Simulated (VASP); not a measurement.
# Ga (P-6m2) in VASP: notebook, part 3 of 3

VASP 6.6.1. Earlier steps stand in the parts before.

### 4 Relaxation of cell and atoms, PBE

INCAR reads:

```
SYSTEM = Ga
PREC     = Accurate       ! precision mode
ENCUT    = 600            ! plane-wave cutoff, eV
EDIFF    = 1E-7           ! SCF threshold, eV
ISMEAR   = 0              ! smearing method
SIGMA    = 0.1            ! smearing width, eV
LREAL    = .FALSE.        ! projectors in reciprocal space
LASPH    = .TRUE.         ! aspherical terms in the spheres
NELM     = 80             ! most SCF steps
ALGO     = Normal         ! electronic algorithm
ISIF     = 3              ! what is computed and relaxed
LWAVE    = .FALSE.        ! write WAVECAR
LCHARG   = .FALSE.        ! write CHGCAR
GGA      = PE             ! functional
IBRION   = 2              ! ionic algorithm
NSW      = 90             ! ionic steps
EDIFFG   = -0.04          ! ionic threshold
```

KPOINTS reads:

```
Automatic mesh
0
G
  6 6 4
  0 0 0
```

POSCAR reads:

```
Ga
1.0
    3.3879734700      0.0000000000      0.0000000000
   -1.6939867400      2.9340710900      0.0000000000
    0.0000000000      0.0000000000      5.3407417700
Ga
3
Direct
    0.6666666700      0.3333333300      0.7249647000
    0.6666666700      0.3333333300      0.2750353000
    0.0000000000      0.0000000000      0.0000000000
```

On the command line:

```console
> cat potpaw_PBE.64/Ga_d/POTCAR > POTCAR
> mpirun -np 1 vasp_std > vasp.out
```

Wall time 6 min (1 thread of Intel Xeon Platinum 8275CL at 3.00GHz (Skylake/Cascade Lake), shared host); peak memory 0.2 GiB.

The run converged. Its results:

```yaml
Free_energy: -8.3804 eV
Relaxed_volume: 21.28 Å³/atom
Relaxed_cell: a = 3.421 Å, b = 3.421 Å, c = 6.299 Å, α = 90.00°, β = 90.00°, γ = 120.00°
Space_group_after_relaxing_to_0.1_Å: P-6m2 (No. 187)
Energy_gained_by_relaxing: 236.3 meV/atom
Ionic_steps: 13
Pressure_after_relaxing: 0.1 GPa
Largest_force_after_relaxing: 0.020 eV/Å
Band_gap_on_the_k_mesh: zero (an odd number of electrons rules out a gap without spin polarisation)
```

Forces on the atoms (eV/Å):
```
Ga   0.000  0.000 -0.020
Ga   0.000  0.000  0.020
Ga   0.000  0.000  0.000
```

Stress tensor (GPa, compression positive):
```
-0.05  0.00  0.00
 0.00 -0.05  0.00
 0.00  0.00  0.29
```

The path:
| step | energy change (eV) | largest force (eV/Å) | pressure (GPa) | volume (Å³) |
| --- | --- | --- | --- | --- |
| 1 | 0.0000 | 1.0578 | 16.16 | 53.09 |
| 2 | -0.5974 | 0.1185 | -1.31 | 67.99 |
| 3 | -0.5999 | 0.1827 | -0.53 | 66.62 |
| 4 | -0.6000 | 0.1664 | -0.75 | 66.98 |
| 5 | -0.6522 | 0.1404 | -1.16 | 66.71 |
| 6 | -0.6830 | 0.1315 | -0.72 | 66.40 |
| 7 | -0.6906 | 0.1925 | -1.11 | 65.60 |
| 8 | -0.6985 | 0.1567 | -1.02 | 65.97 |
| 9 | -0.7073 | 0.1108 | 0.06 | 64.09 |
| 10 | -0.7075 | 0.1036 | 0.19 | 63.80 |
| 11 | -0.7075 | 0.1011 | 0.31 | 63.71 |
| 12 | -0.7075 | 0.1028 | 0.26 | 63.76 |
| 13 | -0.7089 | 0.0200 | 0.06 | 63.83 |

Final structure:
```cif
data_structure
_symmetry_space_group_name_H-M 'P 1'
_symmetry_Int_Tables_number 1
_cell_length_a 3.4207
_cell_length_b 3.4207
_cell_length_c 6.2993
_cell_angle_alpha 90.000
_cell_angle_beta 90.000
_cell_angle_gamma 120.000
_cell_volume 63.83
loop_
_atom_site_label
_atom_site_type_symbol
_atom_site_fract_x
_atom_site_fract_y
_atom_site_fract_z
_atom_site_occupancy
Ga1 Ga 0.66667 0.33333 0.70701 1
Ga2 Ga 0.66667 0.33333 0.29299 1
Ga3 Ga 0.00000 0.00000 0.00000 1
```

Levels at points of the mesh, in eV from the Fermi level:
```tsv
k point	band 15	band 16	band 17	band 18	band 19	band 20	band 21	band 22	band 23
(0.00, 0.00, 0.00)	-14.38	-10.29	-6.65	-5.54	4.72	5.08	5.08	5.97	7.63
(0.50, 0.00, 0.00)	-14.36	-6.68	-5.23	-3.10	-2.30	-1.33	0.49	1.99	5.26
(0.00, 0.00, 0.50)	-14.41	-9.84	-8.54	-1.50	-0.95	5.62	5.62	6.47	6.47
(0.50, 0.00, 0.50)	-14.41	-6.13	-5.37	-4.68	-2.85	1.72	2.41	2.49	3.74
```

Caveat: the volume moved by over 15 % at a fixed basis, so the end points are rough.

### 5 Single point, PBE

This run uses another cell than the first one, of 19.22 Å³/atom.

INCAR reads:

```
SYSTEM = Ga
PREC     = Accurate       ! precision mode
ENCUT    = 520            ! plane-wave cutoff, eV
EDIFF    = 1E-7           ! SCF threshold, eV
ISMEAR   = 0              ! smearing method
SIGMA    = 0.1            ! smearing width, eV
LREAL    = .FALSE.        ! projectors in reciprocal space
LASPH    = .TRUE.         ! aspherical terms in the spheres
NELM     = 80             ! most SCF steps
ALGO     = Fast           ! electronic algorithm
ISIF     = 2              ! what is computed and relaxed
LWAVE    = .FALSE.        ! write WAVECAR
LCHARG   = .TRUE.         ! write CHGCAR
GGA      = PE             ! functional
LELF     = .TRUE.         ! ELF
LVHAR    = .TRUE.       
NBANDS   = 26             ! bands
```

KPOINTS reads:

```
regular mesh
0
G
  18 18 6
  0 0 0
```

POSCAR reads:

```
Ga
1.0
    2.9165307816      0.0000000000      0.0000000000
   -1.4582653908      2.5257897478      0.0000000000
    0.0000000000      0.0000000000      7.8289643528
Ga
3
Direct
    0.6666666667      0.3333333333      0.6761113589
    0.6666666667      0.3333333333      0.3238886411
    0.0000000000      0.0000000000      0.0000000000
```

On the command line:

```console
> cat potpaw_PBE.64/Ga_d/POTCAR > POTCAR
> mpirun -np 1 vasp_std > vasp.out
```

Run time: 3.3 min. Hardware: 1 thread of Intel Xeon Platinum 8275CL at 3.00GHz (Skylake/Cascade Lake), shared host; peak memory 0.3 GiB.

Results (log left out):

```
Free energy            : -8.6385 eV
Pressure               : 0.1 GPa
Band gap on the k mesh : zero (an odd number of electrons rules out a gap without spin polarisation)
```

Forces in eV/Å, atoms in the order of the input:
```
Ga   0.000  0.000  0.002
Ga   0.000  0.000 -0.002
Ga   0.000  0.000  0.000
```

Levels at points of the mesh, in eV from the Fermi level:
| k point | band 17 | band 18 | band 19 | band 20 | band 21 | band 22 |
| --- | --- | --- | --- | --- | --- | --- |
| (0.00, 0.00, 0.00) | -8.62 | -8.23 | -0.69 | -0.45 | 10.02 | 10.75 |
| (0.50, 0.00, 0.00) | -4.53 | -2.93 | -2.67 | -2.20 | -1.69 | 4.16 |
| (0.00, 0.00, 0.50) | -10.14 | -5.99 | -4.23 | 4.73 | 5.11 | 11.21 |
| (0.50, 0.00, 0.50) | -4.60 | -4.06 | -3.50 | -0.24 | -0.14 | 0.87 |

### 6 Single point, PBE

This run uses another cell than the first one, of 19.20 Å³/atom.

INCAR reads:

```
PREC     = Accurate       # precision mode
ENCUT    = 520            # plane-wave cutoff, eV
EDIFF    = 1E-6           # SCF threshold, eV
ISMEAR   = 0              # smearing method
SIGMA    = 0.1            # smearing width, eV
LREAL    = F              # projectors in reciprocal space
LASPH    = T              # aspherical terms in the spheres
NELM     = 60             # most SCF steps
ALGO     = Fast           # electronic algorithm
ISIF     = 2              # what is computed and relaxed
LWAVE    = F              # write WAVECAR
LCHARG   = T              # write CHGCAR
GGA      = PE             # functional
LELF     = T              # ELF
LVHAR    = T            
NBANDS   = 26             # bands
```

KPOINTS reads:

```
Automatic mesh
0
Gamma
  18 18 8
```

POSCAR reads:

```
Ga
1.0
    2.9158646298      0.0000000000      0.0000000000
   -1.4579323149      2.5252128434      0.0000000000
    0.0000000000      0.0000000000      7.8230034361
Ga
3
Direct
    0.6666666667      0.3333333333      0.6761256503
    0.6666666667      0.3333333333      0.3238743497
    0.0000000000      0.0000000000      0.0000000000
```

Potentials or basis: VASP PAW PBE potentials, release 64 (Ga_d).

On the command line:

```console
> cat potpaw_PBE.64/Ga_d/POTCAR > POTCAR
> mpirun -np 1 vasp_std > vasp.out
```

It took 4 min on 1 thread of Intel Xeon Platinum 8275CL at 3.00GHz (Skylake/Cascade Lake), shared host; peak memory 0.33 GiB.

The run converged. Its results:

- Free energy: -8.6425 eV
- Pressure: 0.0 GPa
- Band gap on the k mesh: zero (an odd number of electrons rules out a gap without spin polarisation)

Forces in eV/Å, atoms in the order of the input:
```
Ga   0.000  0.000  0.003
Ga   0.000  0.000 -0.003
Ga   0.000  0.000  0.000
```

Levels at points of the mesh, in eV from the Fermi level:
| k point | band 17 | band 18 | band 19 | band 20 | band 21 | band 22 |
| --- | --- | --- | --- | --- | --- | --- |
| (0.00, 0.00, 0.00) | -8.63 | -8.24 | -0.69 | -0.45 | 10.03 | 10.75 |
| (0.50, 0.00, 0.00) | -4.55 | -2.93 | -2.68 | -2.21 | -1.69 | 4.16 |
| (0.00, 0.00, 0.50) | -10.15 | -5.99 | -4.24 | 4.74 | 5.12 | 11.21 |
| (0.50, 0.00, 0.50) | -4.61 | -4.07 | -3.51 | -0.24 | -0.14 | 0.86 |

### 7 Relaxation of cell and atoms, PBE

This run uses another cell than the first one, of 19.20 Å³/atom.

INCAR reads:

```
  ALGO = Fast
  EDIFF = 1E-6
  EDIFFG = -0.01
  ENCUT = 600
  GGA = PE
  IBRION = 2
  ISIF = 3
  ISMEAR = 0
  LASPH = T
  LCHARG = F
  LREAL = F
  LWAVE = F
  NELM = 60
  NSW = 100
  PREC = Accurate
  SIGMA = 0.1
```

KPOINTS reads:

```
k-points
0
Gamma
  18 18 6
```

POSCAR is that of step 6.

On the command line:

```console
> cat potpaw_PBE.64/Ga_d/POTCAR > POTCAR
> mpirun -np 1 vasp_std > vasp.out
```

It took 4.1 min on 1 thread of Intel Xeon Platinum 8275CL at 3.00GHz (Skylake/Cascade Lake), shared host; peak memory 0.32 GiB.

The run converged. Its results:

* Free energy: -8.6380 eV
* Relaxed volume: 19.22 Å³/atom
* Relaxed cell: a = 2.917 Å, b = 2.917 Å, c = 7.827 Å, α = 90.00°, β = 90.00°, γ = 120.00°
* Space group after relaxing (to 0.1 Å): P-6m2 (No. 187)
* Energy gained by relaxing: 0.0 meV/atom
* Ionic steps: 2
* Pressure after relaxing: 0.0 GPa
* Largest force after relaxing: 0.004 eV/Å
* Band gap on the k mesh: zero (an odd number of electrons rules out a gap without spin polarisation)

Forces on the atoms (eV/Å):
```
Ga   0.000  0.000 -0.004
Ga   0.000  0.000  0.004
Ga   0.000  0.000  0.000
```

Final structure:
```yaml
crystal:
  lattice:
    - [2.91671, 0.00000, 0.00000]
    - [-1.45835, 2.52594, 0.00000]
    - [0.00000, 0.00000, 7.82710]
  atoms:
    - { symbol: Ga, position: [0.66667, 0.33333, 0.67615] }
    - { symbol: Ga, position: [0.66667, 0.33333, 0.32385] }
    - { symbol: Ga, position: [0.00000, 0.00000, 0.00000] }
```

Levels at points of the mesh, in eV from the Fermi level:
| k point | band 16 | band 17 | band 18 | band 19 | band 20 | band 21 | band 22 | band 23 |
| --- | --- | --- | --- | --- | --- | --- | --- | --- |
| (0.00, 0.00, 0.00) | -10.97 | -8.62 | -8.23 | -0.69 | -0.45 | 10.03 | 10.75 | 10.75 |
| (0.50, 0.00, 0.00) | -5.23 | -4.54 | -2.93 | -2.67 | -2.20 | -1.69 | 4.16 | 4.53 |
| (0.00, 0.00, 0.50) | -10.52 | -10.14 | -5.99 | -4.23 | 4.73 | 5.11 | 11.21 | 11.27 |
| (0.50, 0.00, 0.50) | -4.73 | -4.60 | -4.06 | -3.50 | -0.24 | -0.14 | 0.87 | 3.27 |

### 8 The runs side by side

```csv
task,cell,k mesh,cutoff (eV),gap on the mesh (eV),pressure (GPa),relaxed volume (Å³/atom),largest force (eV/Å)
single point,"a = 3.388, b = 3.388, c = 5.341 Å, angles 90.0, 90.0, 120.0°, 3 atoms, atomic positions A",6 × 6 × 4,520,none,15.9,-,1.06
single point,"a = 3.410, b = 3.410, c = 6.304 Å, angles 90.0, 90.0, 120.0°, 3 atoms, atomic positions B",6 × 6 × 4,520,none,0.2,-,0.03
relaxation of cell and atoms,"relaxed from a = 3.388, b = 3.388, c = 5.341 Å, angles 90.0, 90.0, 120.0°, 3 atoms, atomic positions A",6 × 6 × 4,600,none,0.1,21.28,0.02
single point,"a = 2.917, b = 2.917, c = 7.829 Å, angles 90.0, 90.0, 120.0°, 3 atoms, atomic positions C",18 × 18 × 6,520,none,0.1,-,-
single point,"a = 2.916, b = 2.916, c = 7.823 Å, angles 90.0, 90.0, 120.0°, 3 atoms, atomic positions C",18 × 18 × 8,520,none,0.0,-,-
relaxation of cell and atoms,"relaxed from a = 2.916, b = 2.916, c = 7.823 Å, angles 90.0, 90.0, 120.0°, 3 atoms, atomic positions C",18 × 18 × 6,600,none,0.0,19.22,-
```

Alike in all rows: level PBE; potentials or basis VASP PAW PBE potentials, release 64 (Ga_d); no spin polarisation; smearing gaussian 0.1 eV.

Caveats: the stress differs along the axes, from 13 to 21 GPa (at least some runs); forces of over 1 eV/Å act on the atoms, so gaps and moduli don't describe the material at rest (at least some runs); the volume moved by over 15 % at a fixed basis, so the end points are rough (at least some runs).

Total energies depend on the potentials used, so only differences within one code and one set of settings carry meaning.
